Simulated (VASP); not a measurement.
## Al2Pt: single point with PBE

Al2Pt:

```
CELL_PARAMETERS angstrom
2.93632 0.00000 0.00000
0.00000 2.93632 0.00000
0.00000 0.00000 5.88375
ATOMIC_POSITIONS crystal
Al 0.50000 0.50000 0.71668
Al 0.50000 0.50000 0.28332
Pt 0.00000 0.00000 0.00000
```

```yaml
Program: VASP 6.6.1
Task: single point
Functional: PBE
Potentials_or_basis: VASP PAW PBE potentials, release 64 (Al, Pt)
Cutoff: 500 eV
k_mesh: 5 × 5 × 5
Occupations: gaussian, width 0.2 eV
Spin: no spin polarisation
Dipole_correction: no
Further_INCAR_settings: ALGO = Normal; EDIFF = 1e-06; NBANDS = 15
```

| Property | Result |
| --- | --- |
| Pressure | -0.2 GPa |
| Largest force | 0.014 eV/Å |
| Band gap on the k mesh | zero (band 8 reaches 8.90 eV, above the bottom of band 9 at 7.84 eV) |

Forces on the atoms (eV/Å):
```
Al   0.000  0.000 -0.014
Al   0.000  0.000  0.014
Pt   0.000  0.000  0.000
```

Stress tensor (GPa, compression positive):
```
-0.36  0.00  0.00
 0.00 -0.36  0.00
 0.00  0.00  0.15
```

Levels at points of the mesh, in eV from the Fermi level:
| k point | band 6 | band 7 | band 8 | band 9 | band 10 | band 11 |
| --- | --- | --- | --- | --- | --- | --- |
| (0.00, 0.00, 0.00) | -3.23 | -2.90 | -2.23 | 6.11 | 6.11 | 6.17 |

Run time: 11 s on 1 thread of Intel Xeon 6455B, with other jobs on the host, peak memory 0.17 GiB.

Caveat: the k points lie up to 0.43 Å⁻¹ apart; spin-orbit coupling is left out, which moves the levels of the heavy elements.
